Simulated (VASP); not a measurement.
The system is Al5Cl.

```
CELL_PARAMETERS angstrom
0.00000 3.57199 3.57199
3.57199 0.00000 3.57199
3.57199 3.57199 0.00000
ATOMIC_POSITIONS crystal
Al 0.12500 0.62500 0.62500
Al 0.62500 0.62500 0.62500
Al 0.62500 0.12500 0.62500
Al 0.62500 0.62500 0.12500
Al 0.25000 0.25000 0.25000
Cl 0.00000 0.00000 0.00000
```

* Program: VASP 6.6.1
* Task: relaxation of cell and atoms
* Functional: PBE
* Potentials or basis: VASP PAW PBE potentials, release 64 (Al, Cl)
* Cutoff: 600 eV
* k mesh: 4 × 4 × 4
* Occupations: gaussian, width 0.1 eV
* Spin: no spin polarisation

At the start: pressure 22.1 GPa; volume 15.19 Å³/atom.

Question: Where does the relaxation end?

Answer: Over 3 steps the energy falls by 240.6 meV/atom and the volume is 19.49 Å³/atom (+28.3 %); space group F-43m (No. 216, to 0.05 Å).

The path:
| step | energy change (eV) | largest force (eV/Å) | pressure (GPa) | volume (Å³) |
| --- | --- | --- | --- | --- |
| 1 | 0.0000 | 0.0467 | 22.09 | 91.15 |
| 2 | -1.4200 | 0.0305 | -1.66 | 121.66 |
| 3 | -1.4434 | 0.0234 | 0.15 | 116.95 |

Final structure:
```
Al Cl
1.0
     0.00000    3.88141    3.88141
     3.88141    0.00000    3.88141
     3.88141    3.88141    0.00000
Al Cl
5 1
Direct
  0.12548 0.62484 0.62484
  0.62484 0.62484 0.62484
  0.62484 0.12548 0.62484
  0.62484 0.62484 0.12548
  0.25000 0.25000 0.25000
  0.00000 0.00000 0.00000
```

Caveat: the k points lie up to 0.35 Å⁻¹ apart in the final cell; the volume moved by over 15 % at a fixed basis, so the end points are rough.
